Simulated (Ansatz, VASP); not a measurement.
SiHg2 in VASP and in Ansatz

INCAR

```
PREC = Accurate
ENCUT = 520
EDIFF = 1E-8
ISMEAR = -1
SIGMA = 0.03
LREAL = False
LASPH = True
NELM = 60
ALGO = Normal
ISIF = 2
LWAVE = False
LCHARG = False
GGA = PE
LEFG = True
NBANDS = 21
```

The input KPOINTS:

```
regular mesh
0
Gamma
  9 9 9
```

File POSCAR:

```
SiHg2
1.0
    0.0000000000      3.2898771651      3.2898771651
    3.2898771651      0.0000000000      3.2898771651
    3.2898771651      3.2898771651      0.0000000000
Si Hg
1 2
Direct
    0.0000000000      0.0000000000      0.0000000000
    0.2500000000      0.2500000000      0.2500000000
    0.7500000000      0.7500000000      0.7500000000
```

Input for Ansatz:

```yaml
crystal:
  lattice:
    - [0.0, 3.2898771651, 3.2898771651]
    - [3.2898771651, 0.0, 3.2898771651]
    - [3.2898771651, 3.2898771651, 0.0]
  atoms:
    - { symbol: Si, position: [0.0, 0.0, 0.0] }
    - { symbol: Hg, position: [0.25, 0.25, 0.25] }
    - { symbol: Hg, position: [0.75, 0.75, 0.75] }
kpoints:
  mp_grid: { grid: [9, 9, 9] }
  band_path:
    path:
      - [0.0, 0.0, 0.0]
      - [0.5, 0.0, 0.5]
      - [0.625, 0.25, 0.625]
      - [0.375, 0.375, 0.75]
      - [0.0, 0.0, 0.0]
      - [0.5, 0.5, 0.5]
      - [0.5, 0.25, 0.75]
      - [0.5, 0.0, 0.5]
    npoints: 8
scf:
  occupations: { method: fermi_dirac, width: 0.03 }
hamiltonian:
  xc: pbe
  pseudopotentials: { kind: paw }
output:
  forces: true
  stress: true
  eigenvalues: true
  efg: { contact_densities: true }
  populations: true
  bader: true
  dos: { projected: true, de: 0.2, e_range: [-14, 8] }
```

Alike in both runs: task electric field gradients; functional PBE; k mesh 9 × 9 × 9; occupations fermi-dirac, width 0.03 eV; no spin polarisation.

|  | VASP | Ansatz |
| --- | --- | --- |
| version | VASP 6.6.1 | Ansatz 0.2.0 |
| potentials or method | VASP PAW PBE potentials, release 64 (Si, Hg) | PAW with Ansatz's default frozen-core files, scalar-relativistic |
| plane-wave cutoff (eV) | 520 | 420 |
| valence electrons in the cell | 28 | 44 |

```csv
,VASP,Ansatz,Ansatz less VASP
pressure (GPa),0.2,0.0,-0.20
```

The functional is the same, so the differences come from potentials, cutoffs and numerics. VASP's potentials hold 28 valence electrons a cell and Ansatz's 44, so a difference there can come from the potentials and not from the codes.

Spin-orbit coupling is off throughout.
